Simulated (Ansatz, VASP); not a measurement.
## K3SbI in VASP and in Ansatz

```
K Sb I
1.0
     6.44546    0.00000    0.00000
     0.00000    6.44546    0.00000
     0.00000    0.00000    6.44546
K Sb I
3 1 1
Direct
  0.00000 0.50000 0.50000
  0.50000 0.00000 0.50000
  0.50000 0.50000 0.00000
  0.00000 0.00000 0.00000
  0.50000 0.50000 0.50000
```

Change from the starting cell: species swapped into the Mn3GaC type (Pm-3m, No. 221).

Alike in both runs: functional PBE; k mesh 4 × 4 × 4; occupations gaussian, width 0.1 eV; no spin polarisation.

Ansatz relaxed the structure, and its values are those at the end. VASP's run is a single point on that final structure, the one shown.

```csv
,VASP,Ansatz
version,VASP 6.6.1,Ansatz 0.2.0
potentials or method,"VASP PAW PBE potentials, release 64 (K_sv, Sb, I), cutoff 520 eV","scalar-relativistic, plane waves, PAW"
valence electrons in the cell,39,59
```

```csv
,VASP,Ansatz,Ansatz less VASP
gap on the k mesh at the Fermi level (eV),none,none,-
pressure (GPa),0.1,0.1,-0.02
```

A gap of «none» marks a metal or a gap that the smearing closes. The functional is the same, so the differences come from potentials, cutoffs and numerics. VASP's potentials hold 39 valence electrons a cell and Ansatz's 59, so a difference there can come from the potentials and not from the codes.

Spin-orbit coupling is off throughout.
